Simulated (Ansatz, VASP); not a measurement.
**SnO2: VASP beside Ansatz**

Contents of INCAR:

```
SYSTEM = SnO2
PREC     = Accurate       ! precision mode
ENCUT    = 520            ! plane-wave cutoff, eV
EDIFF    = 1E-6           ! SCF threshold, eV
ISMEAR   = 0              ! smearing method
SIGMA    = 0.05           ! smearing width, eV
LREAL    = .False.        ! projectors in reciprocal space
LASPH    = .True.         ! aspherical terms in the spheres
NELM     = 60             ! most SCF steps
ALGO     = Normal         ! electronic algorithm
ISIF     = 2              ! what is computed and relaxed
LWAVE    = .False.        ! write WAVECAR
LCHARG   = .False.        ! write CHGCAR
GGA      = PE             ! functional
IVDW     = 12             ! dispersion correction
NBANDS   = 35             ! bands
```

File KPOINTS:

```
Automatic mesh
0
Gamma
  12 12 4
  0 0 0
```

The input POSCAR:

```
SnO2
1.0
    3.0222033288      0.0000000000      0.0000000000
   -1.5111016644      2.6173048581      0.0000000000
    0.0000000000      0.0000000000     11.6794872817
Sn O
2 4
Direct
    0.0000000000      0.0000000000      0.5000000000
    0.0000000000      0.0000000000      0.0000000000
    0.6666666667      0.3333333333      0.4018666787
    0.6666666667      0.3333333333      0.0981333213
    0.3333333333      0.6666666667      0.5981333213
    0.3333333333      0.6666666667      0.9018666787
```

Input for Ansatz:

```yaml
crystal:
  lattice:
    - [3.0222033288, 0.0, 0.0]
    - [-1.5111016644, 2.6173048581, 0.0]
    - [0.0, 0.0, 11.6794872817]
  atoms:
    - { symbol: Sn, position: [0.0, 0.0, 0.5] }
    - { symbol: Sn, position: [0.0, 0.0, 0.0] }
    - { symbol: O, position: [0.6666666667, 0.3333333333, 0.4018666787] }
    - { symbol: O, position: [0.6666666667, 0.3333333333, 0.0981333213] }
    - { symbol: O, position: [0.3333333333, 0.6666666667, 0.5981333213] }
    - { symbol: O, position: [0.3333333333, 0.6666666667, 0.9018666787] }
basis:
  ecutwfc: 420
kpoints:
  mp_grid: { grid: [12, 12, 4] }
hamiltonian:
  xc: pbe
  dispersion: d3bj
scf:
  occupations: { method: gaussian, width: 0.05 }
output:
  forces: true
  stress: true
  eigenvalues: true
  write_density: true
  write_potential: true
  elf: true
  volumetric_format: npy
```

Alike in both runs: task single point; functional PBE; dispersion D3(BJ); k mesh 12 × 12 × 4; occupations gaussian, width 0.05 eV; no spin polarisation.

|  | VASP | Ansatz |
| --- | --- | --- |
| version | VASP 6.6.1 | Ansatz 0.2.0 |
| potentials or method | VASP PAW PBE potentials, release 64 (Sn_d, O), cutoff 520 eV | scalar-relativistic, plane waves, PAW |
| valence electrons in the cell | 52 | 52 |

```tsv
	VASP	Ansatz	Ansatz less VASP
gap on the k mesh at the Fermi level (eV)	3.15	3.18	+0.030
least direct gap on the mesh (eV)	3.31	3.33	+0.019
pressure (GPa)	10.9	10.2	-0.67
traceless stress, the component that is largest in VASP (GPa)	-16.59	-16.36	+0.225
rms of the force components (eV/Å)	0.253	0.291	+0.0376
```

Atom by atom the forces differ by 0.038 eV/Å (rms over components).
